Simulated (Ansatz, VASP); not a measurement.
BaTe: VASP beside Ansatz

File INCAR:

```
  PREC = Accurate
  ENCUT = 500
  EDIFF = 1E-6
  ISMEAR = 0
  SIGMA = 0.01
  LREAL = F
  LASPH = T
  NELM = 120
  ALGO = Normal
  ISIF = 2
  LWAVE = F
  LCHARG = F
  GGA = PE
  NBANDS = 15
  GGA_COMPAT = F
```

File KPOINTS:

```
regular mesh
0
Gamma
  4 4 4
```

The input POSCAR:

```
BaTe
1.0
    0.0000000000      3.3403886307      3.3403886307
    3.3403886307      0.0000000000      3.3403886307
    3.3403886307      3.3403886307      0.0000000000
Ba Te
1 1
Direct
    0.0000000000      0.0000000000      0.0000000000
    0.5000000000      0.5000000000      0.5000000000
```

Input for Ansatz:

```yaml
crystal:
  lattice:
    - [0.0, 3.340388630720065, 3.340388630720065]
    - [3.340388630720065, 0.0, 3.340388630720065]
    - [3.340388630720065, 3.340388630720065, 0.0]
  atoms:
    - { symbol: Ba, position: [0.0, 0.0, 0.0] }
    - { symbol: Te, position: [0.5, 0.5, 0.5] }
basis:
  ecutwfc: 510.0
kpoints:
  mp_grid:
    grid: [4, 4, 4]
hamiltonian:
  xc: pbe
scf:
  occupations:
    method: fixed
output:
  stress: true
```

Alike in both runs: task single point; functional PBE; k mesh 4 × 4 × 4; no spin polarisation.

```csv
,VASP,Ansatz
version,VASP 6.6.1,Ansatz 0.2.0
potentials or method,"VASP PAW PBE potentials, release 64 (Ba_sv, Te), cutoff 500 eV","plane waves, PAW"
occupations,"gaussian, width 0.01 eV",fixed
valence electrons in the cell,16,26
```

```csv
,VASP,Ansatz,Ansatz less VASP
pressure (GPa),7.6,7.0,-0.57
```

VASP's potentials hold 16 valence electrons a cell and Ansatz's 26, so a difference there can come from the potentials and not from the codes.

Neither program's run includes spin-orbit coupling.
